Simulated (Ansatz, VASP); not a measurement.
**Two plane-wave programs on Ge**

```
CELL_PARAMETERS angstrom
2.71376 0.00000 0.00000
0.00000 2.71376 0.00000
0.00000 0.00000 2.71376
ATOMIC_POSITIONS crystal
Ge 0.00000 0.00000 0.00000
```

Alike in both runs: functional PBE; k mesh 11 × 11 × 11; occupations fermi-dirac, width 0.1 eV; no spin polarisation.

Ansatz relaxed the structure, and its values are those at the end. VASP's run is a single point on that final structure, the one shown.

|  | VASP | Ansatz |
| --- | --- | --- |
| version | VASP 6.6.1 | Ansatz 0.2.0 |
| potentials or method | VASP PAW PBE potentials, release 64 (Ge_d), cutoff 500 eV | plane waves (420 eV) with PAW, scalar-relativistic |
| valence electrons in the cell | 14 | 14 |

VASP gave:

* pressure (GPa): -0.2

Estimate Ansatz's values.

pressure (GPa): 0.0.

The functional is the same, so the differences come from potentials, cutoffs and numerics.
